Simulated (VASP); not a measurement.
Ga: single point with PBEsol

Ga:

```
CELL_PARAMETERS angstrom
1.64909 1.64909 1.64909
-1.64909 1.64909 1.64909
-1.64909 -1.64909 1.64909
ATOMIC_POSITIONS crystal
Ga 0.00000 0.00000 0.00000
```

* Program: VASP 6.6.1
* Task: single point
* Functional: PBEsol
* Potentials or basis: VASP PAW PBE potentials, release 64 (Ga_d)
* Cutoff: 500 eV
* k mesh: 9 × 9 × 9
* Occupations: fermi-dirac, width 0.05 eV
* Spin: no spin polarisation
* Dipole correction: no
* Further INCAR settings: ALGO = Normal; EDIFF = 1e-06; NBANDS = 12

* Pressure: 0.0 GPa

Levels at points of the mesh, in eV from the Fermi level:
| k point | band 2 | band 3 | band 4 | band 5 | band 6 | band 7 | band 8 | band 9 | band 10 | band 11 |
| --- | --- | --- | --- | --- | --- | --- | --- | --- | --- | --- |
| (0.00, 0.00, 0.00) | -15.05 | -15.05 | -14.84 | -14.84 | -11.58 | 13.04 | 13.04 | 13.04 | 17.56 | 17.56 |

Wall time 5 s on 1 thread of AMD EPYC 9R45 96-Core Processor (Zen 5), on a shared host, peak memory 0.11 GiB.

Caveat: the PAW data sets were made with another functional, which shifts forces and pressure a little.
